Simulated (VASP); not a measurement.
ZnNi2O5:

```
CELL_PARAMETERS angstrom
2.85000 0.00000 0.00000
-1.42500 2.46817 0.00000
0.00000 0.00000 11.55000
ATOMIC_POSITIONS crystal
Zn 0.00000 0.00000 0.71400
Ni 0.66667 0.33333 0.08200
Ni 0.66667 0.33333 0.46300
O 0.33333 0.66667 0.00000
O 0.00000 0.00000 0.16500
O 0.66667 0.33333 0.79200
O 0.33333 0.66667 0.38100
O 0.00000 0.00000 0.54500
```

| Quantity | Value |
| --- | --- |
| Program | VASP 6.6.1 |
| Task | relaxation of cell and atoms |
| Functional | PBE |
| Potentials or basis | VASP PAW PBE potentials, release 64 (Zn, Ni, O) |
| Cutoff | 600 eV |
| k mesh | 5 × 5 × 1 |
| Occupations | gaussian, width 0.15 eV |
| Spin | collinear spin, ferromagnetic start |
| Starting moments | [0.0, 2.0, 2.0, 0.0, 0.0, 0.0, 0.0, 0.0] μB |

At the start: pressure 8.0 GPa; volume 10.16 Å³/atom.

Question: Where does the relaxation end?

Answer: Over 24 steps the energy falls by 39.5 meV/atom and the volume is 11.70 Å³/atom (+15.2 %); space group P3m1 (No. 156, to 0.1 Å) before and after; moment 0.25 μB per cell.

Step by step:
| step | energy change (eV) | largest force (eV/Å) | pressure (GPa) | volume (Å³) |
| --- | --- | --- | --- | --- |
| 1 | 0.0000 | 1.1219 | 7.99 | 81.25 |
| 2 | -0.1798 | 0.8457 | -3.62 | 87.34 |
| 3 | -0.1887 | 0.7925 | -1.77 | 86.18 |
| 4 | -0.2779 | 0.3277 | 0.24 | 86.61 |
| 5 | -0.2858 | 0.3290 | 1.10 | 86.79 |
| 6 | -0.2905 | 0.2530 | -0.55 | 87.84 |
| 7 | -0.2915 | 0.1557 | -0.07 | 87.53 |
| 8 | -0.2937 | 0.1090 | 0.00 | 87.67 |
| 9 | -0.2952 | 0.1197 | 0.10 | 87.91 |
| 10 | -0.2975 | 0.1100 | 0.09 | 88.14 |
| 11 | -0.3021 | 0.1249 | 0.11 | 88.84 |
| 12 | -0.3004 | 0.3190 | 0.23 | 90.25 |
| 13 | -0.3031 | 0.2011 | 0.15 | 89.39 |
| 14 | -0.3043 | 0.1426 | 0.12 | 89.55 |
| 15 | -0.3065 | 0.0876 | 0.05 | 90.02 |
| 16 | -0.3060 | 0.3908 | -0.06 | 90.97 |
| 17 | -0.3071 | 0.1919 | 0.00 | 90.43 |
| 18 | -0.3092 | 0.1633 | 0.03 | 90.73 |
| 19 | -0.3133 | 0.0913 | 0.15 | 91.61 |
| 20 | -0.3122 | 0.2346 | 0.43 | 93.36 |
| 21 | -0.3143 | 0.1045 | 0.28 | 92.35 |
| 22 | -0.3155 | 0.1004 | -0.02 | 92.84 |
| 23 | -0.3158 | 0.0952 | -0.33 | 93.39 |
| 24 | -0.3163 | 0.0361 | 0.04 | 93.63 |

Final structure:
```
CELL_PARAMETERS angstrom
2.94969 0.00000 0.00000
-1.47484 2.55451 0.00000
0.00000 0.00000 12.42602
ATOMIC_POSITIONS crystal
Zn 0.00000 0.00000 0.71173
Ni 0.66667 0.33333 0.08587
Ni 0.66667 0.33333 0.46629
O 0.33333 0.66667 0.01465
O 0.00000 0.00000 0.15722
O 0.66667 0.33333 0.76834
O 0.33333 0.66667 0.39477
O 0.00000 0.00000 0.54313
```

Caveat: the k points lie up to 0.51 Å⁻¹ apart in the final cell; the volume moved by over 15 % at a fixed basis, so the end points are rough; the relaxation stopped at a loose force limit of 0.08 eV/Å, so its end isn't a converged minimum.
